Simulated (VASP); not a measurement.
Set up this calculation in VASP 6.6.1, as the native input.

| Property | Result |
| --- | --- |
| Task | relaxation of cell and atoms |
| Functional | PBE |
| Potentials or basis | VASP PAW PBE potentials, release 64 (N, B, As) |
| Cutoff | 600 eV |
| k mesh | 10 × 10 × 10 |
| Occupations | fermi-dirac, width 0.02 eV |
| Spin | no spin polarisation |
| Dipole correction | no |
| Further INCAR settings | ALGO = Normal; EDIFF = 1e-06; IBRION = 2; EDIFFG = -0.005; NSW = 80; ISIF = 3 |

The structure of B3As2N lies in POSCAR:

```
B3As2N
1.0
   -1.4954951376      1.4954951376      6.3448485183
    1.4954951376     -1.4954951376      6.3448485183
    1.4954951376      1.4954951376     -6.3448485183
N B As
1 3 2
Direct
    0.0000000000      0.0000000000      0.0000000000
    0.5833333333      0.0833333333      0.5000000000
    0.2500000000      0.7500000000      0.5000000000
    0.9166666667      0.4166666667      0.5000000000
    0.6666666667      0.6666666667      0.0000000000
    0.3333333333      0.3333333333      0.0000000000
```

One way to write it, as run:

INCAR

```
ALGO = Normal ; EDIFF = 1E-6
EDIFFG = -0.005 ; ENCUT = 600
GGA = PE ; IBRION = 2
ISIF = 3 ; ISMEAR = -1
LASPH = True ; LCHARG = False
LREAL = False ; LWAVE = False
NELM = 60 ; NSW = 80
PREC = Accurate ; SIGMA = 0.02
```

KPOINTS

```
k-points
0
Gamma
  10 10 10
```

Potentials or basis: VASP PAW PBE potentials, release 64 (N, B, As).

Run with:

```sh
$ cat potpaw_PBE.64/N/POTCAR potpaw_PBE.64/B/POTCAR potpaw_PBE.64/As/POTCAR > POTCAR
$ mpirun -np 1 vasp_std > vasp.out
```

Results of the run:

```yaml
Relaxed_volume: 11.10 Å³/atom
Relaxed_cell: a = 7.052 Å, b = 7.052 Å, c = 7.052 Å, α = 154.14°, β = 154.14°, γ = 36.89°
Space_group_after_relaxing_to_0.1_Å: I-4m2 (No. 119)
Energy_gained_by_relaxing: 567.2 meV/atom
Ionic_steps: 13
Pressure_after_relaxing: 0.0 GPa
Largest_force_after_relaxing: 0.004 eV/Å
Band_gap_on_the_k_mesh: 0.13 eV
```

Caveat: the volume moved by over 15 % at a fixed basis, so the end points are rough.

Wall time 21 min on 1 thread of Intel(R) Xeon(R) 6975P-C (Granite Rapids), with other jobs on the host, peak memory 0.51 GiB.
